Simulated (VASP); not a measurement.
Si (a cell with a defect): single point with PBE

Si (a cell with a defect):

```
Si
1.0
     0.00000    5.43000    5.43000
     5.43000    0.00000    5.43000
     5.43000    5.43000    0.00000
Si
17
Direct
  0.00104 0.99898 0.99982
  0.12290 0.12823 0.12097
  0.99554 0.00192 0.50111
  0.12287 0.12819 0.62760
  0.00087 0.50053 0.99971
  0.12506 0.62510 0.12484
  0.00081 0.50047 0.49873
  0.12263 0.62192 0.62759
  0.50309 0.00260 0.99237
  0.62879 0.12865 0.12108
  0.50306 0.00262 0.50162
  0.62688 0.12527 0.62377
  0.49891 0.50086 0.99994
  0.62853 0.62233 0.12110
  0.50275 0.49390 0.50150
  0.62846 0.62233 0.62770
  0.37701 0.87530 0.37365
```

```json
{
 "Program": "VASP 6.6.1",
 "Task": "single point",
 "Functional": "PBE",
 "Potentials or basis": "VASP PAW PBE potentials, release 64 (Si)",
 "Cutoff": "400 eV",
 "k mesh": "2 × 2 × 2",
 "Occupations": "gaussian, width 0.05 eV",
 "Spin": "no spin polarisation",
 "Dipole correction": "no",
 "Further INCAR settings": "ALGO = Normal; EDIFF = 1e-06; NBANDS = 48"
}
```

```yaml
Pressure: 5.3 GPa
Largest_force: 0.033 eV/Å
Band_gap_on_the_k_mesh: zero (band 34 reaches 6.93 eV, above the bottom of band 35 at 6.68 eV)
```

Forces on the atoms (eV/Å):
```
Si  -0.014  0.017 -0.017
Si   0.004  0.018  0.000
Si   0.010 -0.012 -0.008
Si  -0.020 -0.003  0.002
Si   0.023  0.021  0.008
Si  -0.001  0.000  0.004
Si  -0.020 -0.024  0.010
Si  -0.002  0.001  0.031
Si   0.002  0.001  0.003
Si   0.000  0.005 -0.024
Si  -0.004 -0.005  0.004
Si  -0.001 -0.001  0.002
Si   0.016 -0.015 -0.014
Si   0.016  0.008 -0.001
Si  -0.004  0.001  0.001
Si  -0.007 -0.013  0.002
Si   0.002  0.000 -0.003
```

Levels at points of the mesh, in eV from the Fermi level:
| k point | band 30 | band 31 | band 32 | band 33 | band 34 | band 35 | band 36 | band 37 | band 38 | band 39 |
| --- | --- | --- | --- | --- | --- | --- | --- | --- | --- | --- |
| (0.00, 0.00, 0.00) | -1.75 | -0.82 | -0.82 | -0.82 | -0.24 | -0.23 | -0.23 | 0.09 | 0.09 | 0.41 |
| (0.50, 0.00, 0.00) | -1.58 | -1.58 | -1.43 | -1.43 | -0.35 | 0.53 | 0.54 | 0.90 | 0.90 | 1.29 |
| (0.00, 0.50, 0.00) | -1.58 | -1.57 | -1.43 | -1.43 | -0.35 | 0.53 | 0.54 | 0.90 | 0.90 | 1.29 |
| (0.00, 0.00, 0.50) | -1.58 | -1.57 | -1.43 | -1.43 | -0.35 | 0.54 | 0.55 | 0.90 | 0.90 | 1.29 |
| (0.50, 0.50, 0.50) | -1.58 | -1.57 | -1.43 | -1.43 | -0.35 | 0.54 | 0.55 | 0.90 | 0.90 | 1.29 |
| (0.50, 0.50, 0.00) | -2.02 | -2.02 | -1.89 | -0.99 | 0.02 | 0.72 | 1.02 | 1.03 | 1.14 | 1.90 |
| (0.00, 0.50, 0.50) | -2.02 | -2.02 | -1.89 | -0.99 | 0.02 | 0.72 | 1.02 | 1.03 | 1.15 | 1.90 |
| (0.50, 0.00, 0.50) | -2.02 | -2.02 | -1.89 | -0.99 | 0.02 | 0.72 | 1.02 | 1.03 | 1.15 | 1.90 |

It took 2.6 min on 1 thread of Intel Xeon 6975P-C, on a shared host, peak memory 0.34 GiB.

Caveat: the k points lie up to 0.50 Å⁻¹ apart.
